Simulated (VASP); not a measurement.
# Hf (P6/mmm) in VASP: notebook

The runs below take Hf through single point, with RPBE.

Program: VASP 6.6.1. These are calculated values, not measurements. Logs are shortened: lines on timing, memory, paths and dates and some standing lists are left out, and cuts for length are marked.

## Step 1: The cell of the first run

The structure is hexagonal, space group P6/mmm (No. 191). The conventional cell has a = 5.108 Å, b = 5.108 Å, c = 3.168 Å, α = 90.00°, β = 90.00°, γ = 120.00°. Hf (site symmetry 6/mmm) has 14 Hf at 3.17 to 3.35 Å within 4.2 Å. Within 3.9 Å of Hf (site symmetry -6m2) lie 11 Hf at 2.95 to 3.35 Å.

## Step 2: Single point, RPBE (volume scaled by 1.04)

File INCAR:

```
PREC = Accurate
ENCUT = 520
EDIFF = 1E-7
ISMEAR = -1
SIGMA = 0.1
LREAL = F
LASPH = T
NELM = 100
ALGO = Normal
ISIF = 2
LWAVE = F
LCHARG = F
GGA = RP
NBANDS = 22
```

File KPOINTS:

```
regular mesh
0
Gamma
  8 8 11
```

File POSCAR:

```
Hf
1.0
    5.1077604002      0.0000000000      0.0000000000
   -2.5538802001      4.4234502630      0.0000000000
    0.0000000000      0.0000000000      3.1677448269
Hf
3
Direct
    1.0000000000      1.0000000000      0.0000000000
    0.3333333333      0.6666666667      0.5000000000
    0.6666666667      0.3333333333      0.5000000000
```

Potentials or basis: VASP PAW PBE potentials, release 64 (Hf_pv).

On the command line:

```console
> cat potpaw_PBE.64/Hf_pv/POTCAR > POTCAR
> mpirun -np 1 vasp_std > vasp.out
```

OUTCAR:

```text
PREC = Accurate
   ENCUT = 520
   EDIFF = 1E-7
   ISMEAR = -1
   LREAL = F
   LASPH = T
   NELM = 100
   ISIF = 2
   GGA = RP

 ion  position               nearest neighbor table
   1  0.000  0.000  0.000-   2 3.35   3 3.35   2 3.35   3 3.35   2 3.35   2 3.35   3 3.35   3 3.35
                             3 3.35   3 3.35   2 3.35   2 3.35
   2  0.333  0.667  0.500-   3 2.95   3 2.95   3 2.95   1 3.35   1 3.35   1 3.35   1 3.35   1 3.35
                             1 3.35
   3  0.667  0.333  0.500-   2 2.95   2 2.95   2 2.95   1 3.35   1 3.35   1 3.35   1 3.35   1 3.35
                             1 3.35

  LATTYP: Found a hexagonal cell.
 ALAT       =     5.1077604002
 C/A-ratio  =     0.6201827374

  Lattice vectors:

 A1 = (   5.1077604002,   0.0000000000,   0.0000000000)
 A2 = (  -2.5538802001,   4.4234502630,   0.0000000000)
 A3 = (   0.0000000000,   0.0000000000,   3.1677448269)

Analysis of symmetry for initial positions (statically):
=====================================================================
 Subroutine PRICEL returns:
 Original cell was already a primitive cell.

 Routine SETGRP: Setting up the symmetry group for a
 hexagonal supercell.

 Subroutine GETGRP returns: Found 24 space group operations
 (whereof 24 operations were pure point group operations)
 out of a pool of 24 trial point group operations.

The static configuration has the point symmetry D_6h.

Analysis of symmetry for dynamics (positions and initial velocities):
=====================================================================
 Subroutine PRICEL returns:
 Original cell was already a primitive cell.

 Routine SETGRP: Setting up the symmetry group for a
 hexagonal supercell.

 Subroutine GETGRP returns: Found 24 space group operations
 (whereof 24 operations were pure point group operations)
 out of a pool of 24 trial point group operations.

The dynamic configuration has the point symmetry D_6h.

 Subroutine INISYM returns: Found 24 space group operations
 (whereof 24 operations are pure point group operations),
 and found     1 'primitive' translations

----------------------------------------------------------------------------------------

                                     Primitive cell

  volume of cell :      71.5718

  direct lattice vectors                    reciprocal lattice vectors
     5.107760400  0.000000000  0.000000000     0.195780523  0.113033937  0.000000000
    -2.553880200  4.423450263  0.000000000     0.000000000  0.226067875  0.000000000
     0.000000000  0.000000000  3.167744827     0.000000000  0.000000000  0.315681993

  length of vectors
     5.107760400  5.107760400  3.167744827     0.226067875  0.226067875  0.315681993

  position of ions in fractional coordinates (direct lattice)
     0.000000000  0.000000000  0.000000000
     0.333333333  0.666666667  0.500000000
     0.666666667  0.333333333  0.500000000

  ion indices of the primitive-cell ions
   primitive index   ion index
                 1           1
                 2           2
                 3           3

----------------------------------------------------------------------------------------

 KPOINTS: regular mesh

Automatic generation of k-mesh.
 Grid dimensions read from file:
 generate k-points for:    8    8   11

 Generating k-lattice:

  Cartesian coordinates                     Fractional coordinates (reciprocal lattice)
     0.024472565  0.014129242  0.000000000     0.125000000  0.000000000  0.000000000
     0.000000000  0.028258484  0.000000000     0.000000000  0.125000000  0.000000000
     0.000000000  0.000000000  0.028698363     0.000000000  0.000000000  0.090909091

  Length of vectors
     0.028258484  0.028258484  0.028698363

  Shift w.r.t. Gamma in fractional coordinates (k-lattice)
     0.000000000  0.000000000  0.000000000

 Subroutine IBZKPT returns following result:
 ===========================================

 Found     60 irreducible k-points:

 Following reciprocal coordinates:
            Coordinates               Weight
  0.000000  0.000000  0.000000      1.000000
  0.125000  0.000000  0.000000      6.000000
  0.250000  0.000000  0.000000      6.000000
  0.375000 -0.000000  0.000000      6.000000
  0.500000  0.000000  0.000000      3.000000
  0.125000  0.125000  0.000000      6.000000
[... 16 lines left out ...]
  0.250000  0.000000  0.181818     12.000000
  0.375000 -0.000000  0.181818     12.000000
 [... further k-points ...]
   k-points           NKPTS =     60   k-points in BZ     NKDIM =     60   number of bands    NBANDS=     22
   number of dos      NEDOS =    301   number of ions     NIONS =      3
   total plane-waves  NPLWV =  38400
   dimension x,y,z NGX =    40 NGY =   40 NGZ =   24
   dimension x,y,z NGXF=    80 NGYF=   80 NGZF=   48
   ions per type =               3
   NGX,Y,Z   is equivalent  to a cutoff of  13.02, 13.02, 12.60 a.u.
   NGXF,Y,Z  is equivalent  to a cutoff of  26.04, 26.04, 25.19 a.u.
 SYSTEM =  unknown system
   PREC   = accura    normal or accurate (medium, high low for compatibility)
   ISTART =      0    job   : 0-new  1-cont  2-samecut
   ICHARG =      2    charge: 1-file 2-atom 10-const
   ISPIN  =      1    spin polarized calculation?
   LNONCOLLINEAR =      F non collinear calculations
   LSORBIT =      F    spin-orbit coupling
   LASPH  =      T    aspherical Exc in radial PAW
   ENCUT  =  520.0 eV  38.22 Ry    6.18 a.u.   9.50  9.50  5.89*2*pi/ulx,y,z
   NELM   =    100;   NELMIN=  2; NELMDL= -5     # of ELM steps
   EDIFF  = 0.1E-06   stopping-criterion for ELM
   LREAL  =      F    real-space projection
   EDIFFG = 0.1E-05   stopping-criterion for IOM
   NSW    =      0    number of steps for IOM
   IBRION =     -1    ionic relax: 0-MD 1-quasi-New 2-CG
   NFREE  =      0    steps in history (QN), initial steepest desc. (CG)
   ISIF   =      2    stress and relaxation
   ISYM   =      2    0-nonsym 1-usesym 2-fastsym
   POTIM  = 0.5000    time-step for ionic-motion
   TEBEG  =    0.0;   TEEND  =   0.0 temperature during run
   PSTRESS=    0.0 pullay stress
   NELECT =      30.0000    total number of electrons
   NUPDOWN=      -1.0000    fix difference up-down
   EMIN   =  10.00;   EMAX   =-10.00  energy-range for DOS
   EFERMI =   0.00;   METHOD = LEGACY
   ISMEAR =    -1;   SIGMA  =   0.10  broadening in eV -4-tet -1-fermi 0-gaus
   EFERMI_NEDOS =   21; number of points for ismear=-14 and -15
   IALGO  =     38    algorithm
   IMIX   =      4    mixing-type and parameters
     AMIX     =   0.40;   BMIX     =  1.00
     AMIX_MAG =   1.60;   BMIX_MAG =  1.00
  volume/ion in A,a.u.               =      23.86       161.00
  Fermi-wavevector in a.u.,A,eV,Ry     =   1.225184  2.315262 20.423375  1.501076
  Thomas-Fermi vector in A             =   2.360231
   LORBIT       =      0    0 simple, 1 ext, 2 COOP (PROOUT), +10 PAW based schemes
   GGA     = RP    functional components
   LHFCALC =     F    Hartree Fock is set to
   AEXX    =    0.0000 exact exchange contribution
   IVDW    =     0    specifies the selected vdW correction
   LEPSILON=     F    determine dielectric tensor
   LRPA    =     F    only Hartree local field effects (RPA)
 non-spin polarized calculation
  energy-cutoff  :      520.00
  volume of cell :       71.57
 maximum number of plane-waves:      1962
 NGX is ok and might be reduce to    40
   NGX = 19   NGY = 19   NGZ = 11

 number of electron      29.9999996 magnetization

 Free energy of the ion-electron system (eV)
  ---------------------------------------------------
  ext. energy  EPLUGINS =         0.00000000
  ---------------------------------------------------
  free energy    TOTEN  =       -28.37252675 eV

  energy without entropy =      -28.27951139  energy(sigma->0) =      -28.32601907

 E-fermi :   4.3956     XC(G=0): -10.9283

 val. band max:        4.3869419582   @ k =   0.3750   0.2500   0.1818
 cond. band min:       4.3973135051   @ k =   0.2500   0.1250   0.0000
 fundamental gap:      0.0103715469
 Fermi energy:         4.3956411946

 k-point     1 :       0.0000    0.0000    0.0000
  band No.  band energies     occupation
      1     -26.5241      2.00000
      2     -26.5241      2.00000
      3     -26.3952      2.00000
      4     -26.3952      2.00000
      5     -26.1831      2.00000
      6     -25.9711      2.00000
[... 14 lines left out ...]
     21       7.1629      0.00000
     22       7.2097      0.00000

 k-point     2 :       0.1250    0.0000    0.0000
  band No.  band energies     occupation
      1     -26.5555      2.00000
      2     -26.5456      2.00000
      3     -26.3636      2.00000
      4     -26.3473      2.00000
      5     -26.1792      2.00000
      6     -25.9712      2.00000
[... 14 lines left out ...]
     21       6.7644      0.00000
     22       7.7760      0.00000

 k-point     3 :       0.2500    0.0000    0.0000
  band No.  band energies     occupation
      1     -26.6056      2.00000
      2     -26.5540      2.00000
      3     -26.3131      2.00000
      4     -26.2768      2.00000
      5     -26.1697      2.00000
      6     -25.9704      2.00000
[... 14 lines left out ...]
     21       7.0730      0.00000
     22       8.4075      0.00000

 k-point     4 :       0.3750   -0.0000    0.0000
  band No.  band energies     occupation
      1     -26.6422      2.00000
      2     -26.5268      2.00000
      3     -26.2761      2.00000
      4     -26.2549      2.00000
      5     -26.1599      2.00000
      6     -25.9688      2.00000
[... 14 lines left out ...]
     21       7.7933      0.00000
     22       8.0432      0.00000

 k-point     5 :       0.5000    0.0000    0.0000
  band No.  band energies     occupation
      1     -26.6554      2.00000
      2     -26.5019      2.00000
      3     -26.2693      2.00000
      4     -26.2628      2.00000
      5     -26.1557      2.00000
      6     -25.9810      2.00000
[... 417 lines left out ...]
 k-point    22 :       0.1250    0.0000    0.1818
  band No.  band energies     occupation
      1     -26.5257      2.00000
      2     -26.5204      2.00000
      3     -26.3563      2.00000
      4     -26.3405      2.00000
      5     -26.2927      2.00000
      6     -26.1051      2.00000
[... 14 lines left out ...]
     21       6.5972      0.00000
     22       8.1270      0.00000

 k-point    23 :       0.2500    0.0000    0.1818
  band No.  band energies     occupation
      1     -26.5684      2.00000
      2     -26.5333      2.00000
      3     -26.3175      2.00000
      4     -26.3069      2.00000
      5     -26.2629      2.00000
      6     -26.0937      2.00000
[... 14 lines left out ...]
     21       6.8763      0.00000
     22       8.5371      0.00000

 k-point    24 :       0.3750   -0.0000    0.1818
  band No.  band energies     occupation
      1     -26.6005      2.00000
      2     -26.5179      2.00000
      3     -26.3294      2.00000
      4     -26.2896      2.00000
      5     -26.2073      2.00000
      6     -26.0753      2.00000
[... 14 lines left out ...]
     21       7.4687      0.00000
     22       7.9750      0.00000

 [... further k-points ...]
[... 5 lines left out ...]
  --------------------------------------------------------------------------------------
  -------------------------------------------------------------------------------------
  Total       -1.8667459     -1.8667459     -1.7841038      0.0000000     -0.0000000     -0.0000000
  in kB      -41.7882263    -41.7882263    -39.9382330      0.0000000     -0.0000000     -0.0000000
  external PRESSURE =     -41.1715619 kB  Pullay stress =       0.0000000 kB

 VOLUME and BASIS-vectors are now :
 -----------------------------------------------------------------------------
  energy-cutoff  :      520.00
  volume of cell :       71.57
      direct lattice vectors                 reciprocal lattice vectors
     5.107760400  0.000000000  0.000000000     0.195780523  0.113033937  0.000000000
    -2.553880200  4.423450263  0.000000000     0.000000000  0.226067875  0.000000000
     0.000000000  0.000000000  3.167744827     0.000000000  0.000000000  0.315681993

 POSITION                                       TOTAL-FORCE (eV/Angst)
 -----------------------------------------------------------------------------------
      0.00000      0.00000      0.00000        -0.000000      0.000000     -0.000000
     -0.00000      2.94897      1.58387         0.000000     -0.000000      0.000000
      2.55388      1.47448      1.58387        -0.000000      0.000000     -0.000000
 -----------------------------------------------------------------------------------
    total drift:                                0.000000     -0.000000      0.000000

  FREE ENERGIE OF THE ION-ELECTRON SYSTEM (eV)
  ---------------------------------------------------
  free  energy   TOTEN  =       -28.3725267548 eV

  energy  without entropy=      -28.2795113885  energy(sigma->0) =      -28.32601907
```

Wall time 37 s (1 thread of Intel Xeon 6975P-C (Granite Rapids), shared host); peak memory 0.23 GiB.

Results:

```
Free energy            : -28.3725 eV
Pressure               : -4.1 GPa
Band gap on the k mesh : zero (band 15 reaches 4.61 eV, above the bottom of band 16 at 3.78 eV)
```

Levels at points of the mesh, in eV from the Fermi level:
```
           k point  band 13  band 14  band 15  band 16  band 17  band 18
(0.00, 0.00, 0.00)    -0.65    -0.62    -0.62    -0.61     1.08     2.06
(0.50, 0.00, 0.00)    -0.34    -0.27    -0.25     0.26     0.75     0.85
```

Caveat: the cell differs from its parent crystal (volume scaled by 1.04); the PAW data sets were made with another functional, which shifts forces and pressure a little; spin-orbit coupling is left out, which moves the levels of the heavy elements.

## Step 3: Single point, RPBE (volume scaled by 1.08)

File INCAR:

```
  ALGO = Normal
  EDIFF = 1E-7
  ENCUT = 520
  GGA = RP
  ISIF = 2
  ISMEAR = -1
  LASPH = True
  LCHARG = False
  LREAL = False
  LWAVE = False
  NBANDS = 22
  NELM = 80
  PREC = Accurate
  SIGMA = 0.1
```

File KPOINTS:

```
k-points
0
Gamma
  8 8 11
```

File POSCAR:

```
Hf
1.0
    5.1724224596      0.0000000000      0.0000000000
   -2.5862112298      4.4794492491      0.0000000000
    0.0000000000      0.0000000000      3.2078471199
Hf
3
Direct
    1.0000000000      1.0000000000      0.0000000000
    0.3333333333      0.6666666667      0.5000000000
    0.6666666667      0.3333333333      0.5000000000
```

Potentials or basis: VASP PAW PBE potentials, release 64 (Hf_pv).

On the command line:

```console
> cat potpaw_PBE.64/Hf_pv/POTCAR > POTCAR
> mpirun -np 1 vasp_std > vasp.out
```

Wall time 48 s (1 thread of Intel Xeon 6975P-C (Granite Rapids), shared host); peak memory 0.23 GiB.

It converged, with:

- Free energy: -28.2753 eV
- Pressure: -7.2 GPa
- Band gap on the k mesh: zero (band 15 reaches 4.36 eV, above the bottom of band 16 at 3.54 eV)

Stress tensor (GPa, compression positive):
```
-7.23  0.00  0.00
 0.00 -7.23  0.00
 0.00  0.00 -7.07
```

Levels at points of the mesh, in eV from the Fermi level:
| k point | band 12 | band 13 | band 14 | band 15 | band 16 | band 17 | band 18 | band 19 |
| --- | --- | --- | --- | --- | --- | --- | --- | --- |
| (0.00, 0.00, 0.00) | -0.65 | -0.65 | -0.61 | -0.61 | -0.61 | 1.05 | 2.00 | 2.00 |
| (0.50, 0.00, 0.00) | -3.18 | -0.29 | -0.23 | -0.22 | 0.28 | 0.64 | 0.83 | 1.57 |

Caveat: the cell differs from its parent crystal (volume scaled by 1.08); the PAW data sets were made with another functional, which shifts forces and pressure a little; spin-orbit coupling is left out, which moves the levels of the heavy elements.

## Step 4: Single point, RPBE (volume scaled by 1.12)

File INCAR:

```
SYSTEM = Hf
PREC = Accurate
ENCUT = 520
EDIFF = 1E-6
ISMEAR = -1
SIGMA = 0.1
LREAL = .False.
LASPH = .True.
NELM = 80
ALGO = Normal
ISIF = 2
LWAVE = .False.
LCHARG = .True.
GGA = RP
LELF = .True.
LVHAR = .True.
NBANDS = 22
```

File KPOINTS:

```
regular mesh
0
Gamma
  8 8 11
  0 0 0
```

File POSCAR:

```
Hf
1.0
    5.2355069995      0.0000000000      0.0000000000
   -2.6177534997      4.5340820633      0.0000000000
    0.0000000000      0.0000000000      3.2469710626
Hf
3
Direct
    1.0000000000      1.0000000000      0.0000000000
    0.3333333333      0.6666666667      0.5000000000
    0.6666666667      0.3333333333      0.5000000000
```

On the command line:

```console
> cat potpaw_PBE.64/Hf_pv/POTCAR > POTCAR
> mpirun -np 1 vasp_std > vasp.out
```

Run time: 37 s. Hardware: 1 thread of Intel Xeon 6975P-C (Granite Rapids), shared host; peak memory 0.23 GiB.

It converged, with:

```
Free energy            : -28.1300 eV
Pressure               : -9.7 GPa
Band gap on the k mesh : zero (band 15 reaches 4.14 eV, above the bottom of band 16 at 3.32 eV)
```

Stress tensor (GPa, compression positive):
```
-9.76  0.00  0.00
 0.00 -9.76  0.00
 0.00  0.00 -9.61
```

Levels at points of the mesh, in eV from the Fermi level:
```csv
k point,band 13,band 14,band 15,band 16,band 17,band 18
"(0.00, 0.00, 0.00)",-0.64,-0.62,-0.60,-0.60,1.01,1.94
"(0.50, 0.00, 0.00)",-0.25,-0.19,-0.19,0.30,0.54,0.81
```

Caveat: the cell differs from its parent crystal (volume scaled by 1.12); the PAW data sets were made with another functional, which shifts forces and pressure a little; spin-orbit coupling is left out, which moves the levels of the heavy elements.

## Step 5: Single point, RPBE

This run uses another cell than the first one, of 22.94 Å³/atom, 0.962 times its volume.

File INCAR:

```
SYSTEM = Hf
  PREC = Accurate
  ENCUT = 520
  EDIFF = 1E-7
  ISMEAR = -1
  SIGMA = 0.1
  LREAL = .False.
  LASPH = .True.
  NELM = 80
  ALGO = Normal
  ISIF = 2
  LWAVE = .False.
  LCHARG = .False.
  GGA = RP
  NBANDS = 22
```

File KPOINTS:

```
Automatic mesh
0
Gamma
  10 10 13
  0 0 0
```

File POSCAR:

```
Hf
1.0
    5.0414183404      0.0000000000      0.0000000000
   -2.5207091702      4.3659963539      0.0000000000
    0.0000000000      0.0000000000      3.1266006267
Hf
3
Direct
    1.0000000000      1.0000000000      0.0000000000
    0.3333333333      0.6666666667      0.5000000000
    0.6666666667      0.3333333333      0.5000000000
```

On the command line:

```console
> cat potpaw_PBE.64/Hf_pv/POTCAR > POTCAR
> mpirun -np 1 vasp_std > vasp.out
```

It took 1.7 min on 1 thread of Intel Xeon Platinum 8375C at 2.90GHz (Ice Lake), shared host; peak memory 0.26 GiB.

The run converged. Its results:

* Free energy: -28.4116 eV
* Pressure: -0.4 GPa
* Band gap on the k mesh: zero (band 15 reaches 5.02 eV, above the bottom of band 16 at 4.05 eV)

Stress tensor (GPa, compression positive):
```
-0.49  0.00  0.00
 0.00 -0.49  0.00
 0.00  0.00 -0.34
```

Levels at points of the mesh, in eV from the Fermi level:
```
           k point  band 12  band 13  band 14  band 15  band 16  band 17  band 18  band 19
(0.00, 0.00, 0.00)    -0.64    -0.64    -0.62    -0.62    -0.61     1.11     2.12     2.12
(0.50, 0.00, 0.00)    -3.40    -0.39    -0.32    -0.29     0.24     0.87     0.88     1.63
```

Caveat: the PAW data sets were made with another functional, which shifts forces and pressure a little; spin-orbit coupling is left out, which moves the levels of the heavy elements.

## Step 6: Summary

| cell | k mesh | gap on the mesh (eV) | pressure (GPa) |
| --- | --- | --- | --- |
| a = 5.108, b = 5.108, c = 3.168 Å, angles 90.0, 90.0, 120.0°, 3 atoms | 8 × 8 × 11 | none | -4.1 |
| a = 5.172, b = 5.172, c = 3.208 Å, angles 90.0, 90.0, 120.0°, 3 atoms | 8 × 8 × 11 | none | -7.2 |
| a = 5.236, b = 5.236, c = 3.247 Å, angles 90.0, 90.0, 120.0°, 3 atoms | 8 × 8 × 11 | none | -9.7 |
| a = 5.041, b = 5.041, c = 3.127 Å, angles 90.0, 90.0, 120.0°, 3 atoms | 10 × 10 × 13 | none | -0.4 |

Alike in all rows: task single point; level RPBE; potentials or basis VASP PAW PBE potentials, release 64 (Hf_pv); no spin polarisation; cutoff (eV) 520; smearing fermi-dirac 0.1 eV.

Caveats: the PAW data sets were made with another functional, which shifts forces and pressure a little; spin-orbit coupling is left out, which moves the levels of the heavy elements.

Total energies depend on the potentials used, so only differences within one code and one set of settings carry meaning.
